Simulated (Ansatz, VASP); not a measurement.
# CaSe: VASP beside Ansatz

The input INCAR:

```
SYSTEM = CaSe
PREC = Accurate ; ENCUT = 520
EDIFF = 1E-7 ; ISMEAR = 0
SIGMA = 0.01 ; LREAL = .FALSE.
LASPH = .TRUE. ; NELM = 150
ALGO = Normal ; ISIF = 2
LWAVE = .FALSE. ; LCHARG = .TRUE.
LNONCOLLINEAR = .TRUE. ; MAGMOM = 0 0 0 0 0 0
LORBIT = 11 ; LSORBIT = .TRUE.
GGA_COMPAT = .FALSE. ; LORBMOM = .TRUE.
GGA = PS ; LVHAR = .TRUE.
NBANDS = 28
```

Contents of KPOINTS:

```
regular mesh
0
G
  8 8 8
  0 0 0
```

POSCAR

```
CaSe
1.0
    2.9051060776      2.9051060776      0.0000000000
   -2.9051060776      2.9051060776      0.0000000000
    0.0000000000      2.9051060776      2.9427961854
Ca Se
1 1
Direct
    0.0000000000      0.0000000000      0.0000000000
    0.5000000000      0.5000000000      0.0000000000
```

Input for Ansatz:

```yaml
crystal:
  lattice:
    - [2.90510607757, 2.90510607757, 0.0]
    - [-2.90510607757, 2.90510607757, 0.0]
    - [0.0, 2.90510607757, 2.94279618535]
  atoms:
    - { symbol: Ca, position: [0.0, 0.0, 0.0] }
    - { symbol: Se, position: [0.5, 0.5, 0.0] }
kpoints:
  mp_grid: { grid: [8, 8, 8] }
scf:
  occupations: { method: fixed }
  convergence: { dr2_threshold: 1.0e-10 }
hamiltonian:
  xc: pbesol
  pseudopotentials: { kind: all_electron, lapw: { basis_error: 0.0005 } }
magnetization:
  noncollinear: true
  spin_orbit: true
output:
  forces: true
  stress: true
  eigenstates:
    kpoints:
      - [0.0, 0.0, 0.0]
      - [-0.5, 0.5, 0.0]
      - [-0.5, -0.5, -0.5]
      - [0.0, 0.0, -0.5]
      - [0.0, -0.5, -0.5]
      - [0.0, 0.5, 0.0]
      - [-0.5, 0.0, 0.0]
      - [-0.5, 0.0, -0.5]
  eigenvalues: true
```

Change from the starting cell: film at in-plane strain -0.01.

Alike in both runs: task single point; functional PBEsol; k mesh 8 × 8 × 8; non-collinear spin, spin-orbit coupling.

|  | VASP | Ansatz |
| --- | --- | --- |
| version | VASP 6.6.1 | Ansatz 0.2.0 |
| potentials or method | VASP PAW PBE potentials, release 64 (Ca_sv, Se), cutoff 520 eV | all-electron LAPW |
| occupations | gaussian, width 0.01 eV | fixed |

```csv
,VASP,Ansatz,Ansatz less VASP
pressure (GPa),1.2,0.9,-0.23
"traceless stress, the component that is largest in VASP (GPa)",-0.92,-0.91,+0.017
```

VASP's potentials were made for PBE, not for PBEsol. Ansatz ran all-electron here, and VASP with PAW potentials.
